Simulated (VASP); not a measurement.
# Cu (P6_3/mmc) in VASP: a series of runs

Cu is run at these levels: r2SCAN; tasks: single point, relaxation of shape and atoms at fixed volume.

Program: VASP 6.6.1. These are calculated values, not measurements. Logs are shortened: lines on timing, memory, paths and dates and some standing lists are left out, and cuts for length are marked.

## (1) The cell of the first run

It takes space group P6_3/mmc (No. 194, hexagonal). The conventional cell has a = 2.612 Å, b = 2.612 Å, c = 4.263 Å, α = 90.00°, β = 90.00°, γ = 120.00°. Within 3.4 Å of Cu (site symmetry -6m2) lie 12 Cu at 2.61 Å.

This isn't the form of Cu at room conditions, which is fcc.

## (2) Single point, r2SCAN (12.60 Å³/atom)

POSCAR

```
Cu
1.0
    2.6121876570      0.0000000000      0.0000000000
   -1.3060938285      2.2622208704      0.0000000000
    0.0000000000      0.0000000000      4.2631677740
Cu
2
Direct
    0.3333333333      0.6666666667      0.2500000000
    0.6666666667      0.3333333333      0.7500000000
```

INCAR.step1

```
PREC = Accurate
ENCUT = 520
ISMEAR = 0
SIGMA = 0.1
LREAL = F
LASPH = T
NELM = 60
NBANDS = 18
GGA = PE
ALGO = Normal
EDIFF = 1E-4
LWAVE = T
LCHARG = F
```

INCAR.step2

```
PREC = Accurate
ENCUT = 520
EDIFF = 1E-6
ISMEAR = 0
SIGMA = 0.1
LREAL = F
LASPH = T
NELM = 60
ALGO = Normal
ISIF = 2
LWAVE = F
LCHARG = F
METAGGA = R2SCAN
LMIXTAU = T
NBANDS = 18
ISTART = 1
```

KPOINTS

```
Automatic mesh
0
Gamma
  18 18 10
```

Potentials or basis: VASP PAW PBE potentials, release 64 (Cu).

Started as:

```console
> cat potpaw_PBE.64/Cu/POTCAR > POTCAR
> cp INCAR.step1 INCAR
> mpirun -np 1 vasp_std > vasp.out
> cp INCAR.step2 INCAR
> mpirun -np 1 vasp_std > vasp.out
```

OUTCAR:

```text
PREC = Accurate
   ENCUT = 520
   EDIFF = 1E-6
   ISMEAR = 0
   LREAL = F
   LASPH = T
   NELM = 60
   ISIF = 2
   METAGGA = R2SCAN
   ISTART = 1

 ion  position               nearest neighbor table
   1  0.333  0.667  0.250-   2 2.61   2 2.61   2 2.61   2 2.61   2 2.61   2 2.61
   2  0.667  0.333  0.750-   1 2.61   1 2.61   1 2.61   1 2.61   1 2.61   1 2.61

  LATTYP: Found a hexagonal cell.
 ALAT       =     2.6121876570
 C/A-ratio  =     1.6320296754

  Lattice vectors:

 A1 = (   2.6121876570,   0.0000000000,   0.0000000000)
 A2 = (  -1.3060938285,   2.2622208704,   0.0000000000)
 A3 = (   0.0000000000,   0.0000000000,   4.2631677740)

Analysis of symmetry for initial positions (statically):
=====================================================================
 Subroutine PRICEL returns:
 Original cell was already a primitive cell.

 Routine SETGRP: Setting up the symmetry group for a
 hexagonal supercell.

 Subroutine GETGRP returns: Found 24 space group operations
 (whereof 12 operations were pure point group operations)
 out of a pool of 24 trial point group operations.

The static configuration has the point symmetry D_3d.
 The point group associated with its full space group is D_6h.

Analysis of symmetry for dynamics (positions and initial velocities):
=====================================================================
 Subroutine PRICEL returns:
 Original cell was already a primitive cell.

 Routine SETGRP: Setting up the symmetry group for a
 hexagonal supercell.

 Subroutine GETGRP returns: Found 24 space group operations
 (whereof 12 operations were pure point group operations)
 out of a pool of 24 trial point group operations.

The dynamic configuration has the point symmetry D_3d.
 The point group associated with its full space group is D_6h.

 Subroutine INISYM returns: Found 24 space group operations
 (whereof 12 operations are pure point group operations),
 and found     1 'primitive' translations

----------------------------------------------------------------------------------------

                                     Primitive cell

  volume of cell :      25.1925

  direct lattice vectors                    reciprocal lattice vectors
     2.612187657  0.000000000  0.000000000     0.382820889  0.221021743  0.000000000
    -1.306093829  2.262220870  0.000000000     0.000000000  0.442043486  0.000000000
     0.000000000  0.000000000  4.263167774     0.000000000  0.000000000  0.234567358

  length of vectors
     2.612187657  2.612187657  4.263167774     0.442043486  0.442043486  0.234567358

  position of ions in fractional coordinates (direct lattice)
     0.333333333  0.666666667  0.250000000
     0.666666667  0.333333333  0.750000000

  ion indices of the primitive-cell ions
   primitive index   ion index
                 1           1
                 2           2

----------------------------------------------------------------------------------------

 KPOINTS: Automatic mesh

Automatic generation of k-mesh.
 Grid dimensions read from file:
 generate k-points for:   18   18   10

 Generating k-lattice:

  Cartesian coordinates                     Fractional coordinates (reciprocal lattice)
     0.021267827  0.012278986  0.000000000     0.055555556 -0.000000000  0.000000000
     0.000000000  0.024557971  0.000000000     0.000000000  0.055555556  0.000000000
     0.000000000  0.000000000  0.023456736     0.000000000  0.000000000  0.100000000

  Length of vectors
     0.024557971  0.024557971  0.023456736

  Shift w.r.t. Gamma in fractional coordinates (k-lattice)
     0.000000000  0.000000000  0.000000000

 Subroutine IBZKPT returns following result:
 ===========================================

 Found    222 irreducible k-points:

 Following reciprocal coordinates:
            Coordinates               Weight
  0.000000  0.000000  0.000000      1.000000
  0.055556  0.000000  0.000000      6.000000
  0.111111  0.000000  0.000000      6.000000
  0.166667 -0.000000  0.000000      6.000000
  0.222222 -0.000000  0.000000      6.000000
  0.277778  0.000000  0.000000      6.000000
[... 16 lines left out ...]
  0.333333  0.111111  0.000000     12.000000
  0.388889  0.111111  0.000000     12.000000
 [... further k-points ...]
   k-points           NKPTS =    222   k-points in BZ     NKDIM =    222   number of bands    NBANDS=     18
   number of dos      NEDOS =    301   number of ions     NIONS =      2
   total plane-waves  NPLWV =  12800
   dimension x,y,z NGX =    20 NGY =   20 NGZ =   32
   dimension x,y,z NGXF=    40 NGYF=   40 NGZF=   64
   ions per type =               2
   NGX,Y,Z   is equivalent  to a cutoff of  12.73, 12.73, 12.48 a.u.
   NGXF,Y,Z  is equivalent  to a cutoff of  25.46, 25.46, 24.96 a.u.
 SYSTEM =  unknown system
   PREC   = accura    normal or accurate (medium, high low for compatibility)
   ISTART =      1    job   : 0-new  1-cont  2-samecut
   ICHARG =      0    charge: 1-file 2-atom 10-const
   ISPIN  =      1    spin polarized calculation?
   LNONCOLLINEAR =      F non collinear calculations
   LSORBIT =      F    spin-orbit coupling
   LASPH  =      T    aspherical Exc in radial PAW
   ENCUT  =  520.0 eV  38.22 Ry    6.18 a.u.   4.86  4.86  7.93*2*pi/ulx,y,z
   NELM   =     60;   NELMIN=  2; NELMDL=  0     # of ELM steps
   EDIFF  = 0.1E-05   stopping-criterion for ELM
   LREAL  =      F    real-space projection
   EDIFFG = 0.1E-04   stopping-criterion for IOM
   NSW    =      0    number of steps for IOM
   IBRION =     -1    ionic relax: 0-MD 1-quasi-New 2-CG
   NFREE  =      0    steps in history (QN), initial steepest desc. (CG)
   ISIF   =      2    stress and relaxation
   ISYM   =      2    0-nonsym 1-usesym 2-fastsym
   POTIM  = 0.5000    time-step for ionic-motion
   TEBEG  =    0.0;   TEEND  =   0.0 temperature during run
   PSTRESS=    0.0 pullay stress
   NELECT =      22.0000    total number of electrons
   NUPDOWN=      -1.0000    fix difference up-down
   EMIN   =  10.00;   EMAX   =-10.00  energy-range for DOS
   EFERMI =   0.00;   METHOD = LEGACY
   ISMEAR =     0;   SIGMA  =   0.10  broadening in eV -4-tet -1-fermi 0-gaus
   EFERMI_NEDOS =   21; number of points for ismear=-14 and -15
   IALGO  =     38    algorithm
   IMIX   =      4    mixing-type and parameters
     AMIX     =   0.40;   BMIX     =  1.00
     AMIX_MAG =   1.60;   BMIX_MAG =  1.00
  volume/ion in A,a.u.               =      12.60        85.00
  Fermi-wavevector in a.u.,A,eV,Ry     =   1.564799  2.957041 33.315154  2.448595
  Thomas-Fermi vector in A             =   2.667369
   LORBIT       =      0    0 simple, 1 ext, 2 COOP (PROOUT), +10 PAW based schemes
   METAGGA = R2SCAN    functional components
   LHFCALC =     F    Hartree Fock is set to
   AEXX    =    0.0000 exact exchange contribution
   IVDW    =     0    specifies the selected vdW correction
   LEPSILON=     F    determine dielectric tensor
   LRPA    =     F    only Hartree local field effects (RPA)
 non-spin polarized calculation
 Gauss-broadening in eV      SIGMA  =   0.10
  energy-cutoff  :      520.00
  volume of cell :       25.19
 maximum number of plane-waves:       699
 NGX is ok and might be reduce to    20
   NGX =  9   NGY =  9   NGZ = 15

 number of electron      22.0000035 magnetization

 Free energy of the ion-electron system (eV)
  ---------------------------------------------------
  ext. energy  EPLUGINS =         0.00000000
  ---------------------------------------------------
  free energy    TOTEN  =       -21.54867888 eV

  energy without entropy =      -21.54355364  energy(sigma->0) =      -21.54611626

 E-fermi :   6.5831     XC(G=0): -13.3133

 val. band max:        6.5771701736   @ k =   0.5000  -0.0000   0.3000
 cond. band min:       6.5846854713   @ k =   0.3333   0.1667   0.3000
 fundamental gap:      0.0075152978
 Fermi energy:         6.5831051818

 k-point     1 :       0.0000    0.0000    0.0000
  band No.  band energies     occupation
      1      -2.5334      2.00000
      2       1.7631      2.00000
      3       3.6965      2.00000
      4       3.7479      2.00000
      5       3.7481      2.00000
      6       3.9377      2.00000
[... 10 lines left out ...]
     17      30.0846      0.00000
     18      30.0848      0.00000

 k-point     2 :       0.0556    0.0000    0.0000
  band No.  band energies     occupation
      1      -2.4342      2.00000
      2       1.8185      2.00000
      3       3.6335      2.00000
      4       3.7815      2.00000
      5       3.8025      2.00000
      6       3.9213      2.00000
[... 10 lines left out ...]
     17      30.9876      0.00000
     18      31.0400      0.00000

 k-point     3 :       0.1111    0.0000    0.0000
  band No.  band energies     occupation
      1      -2.1392      2.00000
      2       1.9740      2.00000
      3       3.5305      2.00000
      4       3.8467      2.00000
      5       3.8793      2.00000
      6       3.9167      2.00000
[... 10 lines left out ...]
     17      30.8178      0.00000
     18      31.5671      0.00000

 k-point     4 :       0.1667   -0.0000    0.0000
  band No.  band energies     occupation
      1      -1.6572      2.00000
      2       2.1934      2.00000
      3       3.4138      2.00000
      4       3.5782      2.00000
      5       3.7862      2.00000
      6       4.0314      2.00000
[... 375 lines left out ...]
      4       3.1770      2.00000
      5       3.6596      2.00000
      6       3.8110      2.00000
[... 10 lines left out ...]
     17      22.4445      0.00000
     18      26.2578      0.00000

 k-point    23 :       0.3333    0.1111    0.0000
  band No.  band energies     occupation
      1       1.5727      2.00000
      2       2.5061      2.00000
      3       2.6157      2.00000
      4       3.2792      2.00000
      5       3.6258      2.00000
      6       3.8429      2.00000
[... 10 lines left out ...]
     17      20.4005      0.00000
     18      25.8032      0.00000

 k-point    24 :       0.3889    0.1111    0.0000
  band No.  band energies     occupation
      1       2.0147      2.00000
      2       2.4243      2.00000
      3       2.5423      2.00000
      4       3.4337      2.00000
      5       3.6181      2.00000
      6       3.7694      2.00000
[... 10 lines left out ...]
     17      18.7099      0.00000
     18      25.5284      0.00000

 [... further k-points ...]
[... 5 lines left out ...]
  --------------------------------------------------------------------------------------
  -------------------------------------------------------------------------------------
  Total       -1.8114059     -1.8114059     -1.7983358      0.0000000      0.0000000      0.0000000
  in kB     -115.2005496   -115.2005496   -114.3693299      0.0000000      0.0000000      0.0000000
  external PRESSURE =    -114.9234764 kB  Pullay stress =       0.0000000 kB

 VOLUME and BASIS-vectors are now :
 -----------------------------------------------------------------------------
  energy-cutoff  :      520.00
  volume of cell :       25.19
      direct lattice vectors                 reciprocal lattice vectors
     2.612187657  0.000000000  0.000000000     0.382820889  0.221021743  0.000000000
    -1.306093829  2.262220870  0.000000000     0.000000000  0.442043486  0.000000000
     0.000000000  0.000000000  4.263167774     0.000000000  0.000000000  0.234567358

 POSITION                                       TOTAL-FORCE (eV/Angst)
 -----------------------------------------------------------------------------------
     -0.00000      1.50815      1.06579        -0.000000     -0.000000      0.000000
      1.30609      0.75407      3.19738         0.000000      0.000000      0.000000
 -----------------------------------------------------------------------------------
    total drift:                               -0.000000      0.000000     -0.000000

  FREE ENERGIE OF THE ION-ELECTRON SYSTEM (eV)
  ---------------------------------------------------
  free  energy   TOTEN  =       -21.5486788838 eV

  energy  without entropy=      -21.5435536438  energy(sigma->0) =      -21.54611626
```

It took 8.6 min on 1 thread of Intel Xeon Platinum 8259CL at 2.50GHz (Skylake/Cascade Lake), shared host; peak memory 0.2 GiB.

What came out:

| Item | Value |
| --- | --- |
| Free energy | -21.5487 eV |
| Pressure | -11.5 GPa |
| Band gap on the k mesh | zero (bands 11 and 12 overlap by 6.02 eV) |

Levels at points of the mesh, in eV from the Fermi level:
```
           k point  band 7  band 8  band 9  band 10  band 11  band 12  band 13  band 14  band 15  band 16
(0.00, 0.00, 0.00)   -2.65   -2.39   -2.39    -1.71    -1.71    -0.79     3.71    21.66    21.80    21.80
(0.50, 0.00, 0.00)   -2.60   -1.62   -1.58    -1.53     0.05     1.56     7.86     8.24    10.67    10.92
(0.00, 0.00, 0.50)   -2.87   -2.87   -1.91    -1.91    -1.91    -1.91    12.51    12.51    22.36    22.36
(0.50, 0.00, 0.50)   -1.84   -1.84   -1.56    -1.56     0.64     0.64     4.79     4.79    16.24    16.24
```

Caveat: the cell stands under tension; the PAW data sets were made with another functional, which shifts forces and pressure a little.

## (3) Relaxation of shape and atoms at fixed volume, r2SCAN (10.08 Å³/atom)

This run uses another cell than the first one, of 10.08 Å³/atom.

POSCAR

```
Cu
1.0
    2.4249402120      0.0000000000      0.0000000000
   -1.2124701060      2.1000598262      0.0000000000
    0.0000000000      0.0000000000      3.9575743872
Cu
2
Direct
    0.3333333333      0.6666666667      0.2500000000
    0.6666666667      0.3333333333      0.7500000000
```

INCAR.step1

```
SYSTEM = Cu
PREC = Accurate
ENCUT = 600
ISMEAR = 0
SIGMA = 0.1
LREAL = .False.
LASPH = .True.
NELM = 80
GGA = PE
ALGO = Normal
EDIFF = 1E-4
LWAVE = .True.
LCHARG = .False.
```

INCAR.step2

```
SYSTEM = Cu
PREC = Accurate
ENCUT = 600
EDIFF = 1E-6
ISMEAR = 0
SIGMA = 0.1
LREAL = .False.
LASPH = .True.
NELM = 80
ALGO = Normal
ISIF = 4
LWAVE = .False.
LCHARG = .False.
METAGGA = R2SCAN
LMIXTAU = .True.
IBRION = 2
NSW = 50
EDIFFG = -0.01
ISTART = 1
```

KPOINTS

```
regular mesh
0
Gamma
  18 18 10
  0 0 0
```

Potentials or basis: VASP PAW PBE potentials, release 64 (Cu).

Started as:

```console
> cat potpaw_PBE.64/Cu/POTCAR > POTCAR
> cp INCAR.step1 INCAR
> mpirun -np 1 vasp_std > vasp.out
> cp INCAR.step2 INCAR
> mpirun -np 1 vasp_std > vasp.out
```

It took 5.8 min on 1 thread of Intel Xeon Platinum 8259CL at 2.50GHz (Skylake/Cascade Lake), shared host; peak memory 0.19 GiB.

The run converged. Its results:

```yaml
Free_energy: -21.4012 eV
Pressure_after_relaxing: 29.3 GPa
Band_gap_on_the_k_mesh: zero (bands 11 and 12 overlap by 6.97 eV)
```

Final structure:
```
Cu
1.0
     2.42494    0.00000    0.00000
    -1.21247    2.10006    0.00000
     0.00000    0.00000    3.95757
Cu
2
Direct
  0.33333 0.66667 0.25000
  0.66667 0.33333 0.75000
```

Levels at points of the mesh, in eV from the Fermi level:
| k point | band 8 | band 9 | band 10 | band 11 | band 12 | band 13 | band 14 | band 15 |
| --- | --- | --- | --- | --- | --- | --- | --- | --- |
| (0.00, 0.00, 0.00) | -2.94 | -2.94 | -1.98 | -1.98 | -1.48 | 4.94 | 23.51 | 25.45 |
| (0.50, 0.00, 0.00) | -1.84 | -1.79 | -1.72 | 0.03 | 2.06 | 8.99 | 9.70 | 12.13 |
| (0.00, 0.00, 0.50) | -3.63 | -2.26 | -2.26 | -2.26 | -2.26 | 14.50 | 14.50 | 24.32 |
| (0.50, 0.00, 0.50) | -2.22 | -1.77 | -1.77 | 0.41 | 0.41 | 6.11 | 6.11 | 18.74 |

Caveat: the PAW data sets were made with another functional, which shifts forces and pressure a little.

## (4) Relaxation of shape and atoms at fixed volume, r2SCAN (11.11 Å³/atom)

This run uses another cell than the first one, of 11.11 Å³/atom.

POSCAR

```
Cu
1.0
    2.5049403551      0.0000000000      0.0000000000
   -1.2524701775      2.1693419825      0.0000000000
    0.0000000000      0.0000000000      4.0881369947
Cu
2
Direct
    0.3333333333      0.6666666667      0.2500000000
    0.6666666667      0.3333333333      0.7500000000
```

INCAR.step1

```
PREC = Accurate ; ENCUT = 600
ISMEAR = 0 ; SIGMA = 0.1
LREAL = F ; LASPH = T
NELM = 100 ; GGA = PE
ALGO = Normal ; EDIFF = 1E-4
LWAVE = T ; LCHARG = F
```

INCAR.step2

```
PREC = Accurate ; ENCUT = 600
EDIFF = 1E-6 ; ISMEAR = 0
SIGMA = 0.1 ; LREAL = F
LASPH = T ; NELM = 100
ALGO = Normal ; ISIF = 4
LWAVE = F ; LCHARG = F
METAGGA = R2SCAN ; LMIXTAU = T
IBRION = 2 ; NSW = 50
EDIFFG = -0.01 ; ISTART = 1
```

KPOINTS

```
regular mesh
0
Gamma
  18 18 10
```

Started as:

```console
> cat potpaw_PBE.64/Cu/POTCAR > POTCAR
> cp INCAR.step1 INCAR
> mpirun -np 1 vasp_std > vasp.out
> cp INCAR.step2 INCAR
> mpirun -np 1 vasp_std > vasp.out
```

It took 6.9 min on 1 thread of Oxide Virtual Turin-like, shared host; peak memory 0.17 GiB.

It converged, with:

| Quantity | Value |
| --- | --- |
| Free energy | -21.6177 eV |
| Pressure after relaxing | 6.1 GPa |
| Band gap on the k mesh | zero (bands 11 and 12 overlap by 6.52 eV) |

Final structure:
```
CELL_PARAMETERS angstrom
2.50494 0.00000 0.00000
-1.25247 2.16934 0.00000
0.00000 0.00000 4.08814
ATOMIC_POSITIONS crystal
Cu 0.33333 0.66667 0.25000
Cu 0.66667 0.33333 0.75000
```

Levels at points of the mesh, in eV from the Fermi level:
```tsv
k point	band 7	band 8	band 9	band 10	band 11	band 12	band 13	band 14	band 15
(0.00, 0.00, 0.00)	-2.99	-2.68	-2.68	-1.85	-1.85	-1.17	4.37	22.71	23.80
(0.50, 0.00, 0.00)	-2.94	-1.74	-1.69	-1.63	0.03	1.83	8.47	9.04	11.47
(0.00, 0.00, 0.50)	-3.27	-3.27	-2.09	-2.09	-2.09	-2.09	13.60	13.60	23.48
(0.50, 0.00, 0.50)	-2.04	-2.04	-1.67	-1.67	0.51	0.51	5.50	5.50	17.61
```

Caveat: the PAW data sets were made with another functional, which shifts forces and pressure a little.

## (5) Overview

| task | cell | cutoff (eV) | gap on the mesh (eV) | pressure (GPa) |
| --- | --- | --- | --- | --- |
| single point | a = 2.612, b = 2.612, c = 4.263 Å, angles 90.0, 90.0, 120.0°, 2 atoms | 520 | none | -11.5 |
| relaxation of shape and atoms at fixed volume | relaxed from a = 2.425, b = 2.425, c = 3.958 Å, angles 90.0, 90.0, 120.0°, 2 atoms | 600 | none | 29.3 |
| relaxation of shape and atoms at fixed volume | relaxed from a = 2.505, b = 2.505, c = 4.088 Å, angles 90.0, 90.0, 120.0°, 2 atoms | 600 | none | 6.1 |

Alike in all rows: level r2SCAN; potentials or basis VASP PAW PBE potentials, release 64 (Cu); no spin polarisation; k mesh 18 × 18 × 10; smearing gaussian 0.1 eV.

Caveats: the PAW data sets were made with another functional, which shifts forces and pressure a little; the cell stands under tension (at least some runs).

Absolute energies hang on the potentials; compare differences alone.

The gap in the log of VASP goes by the Fermi energy; the results here count the filled bands.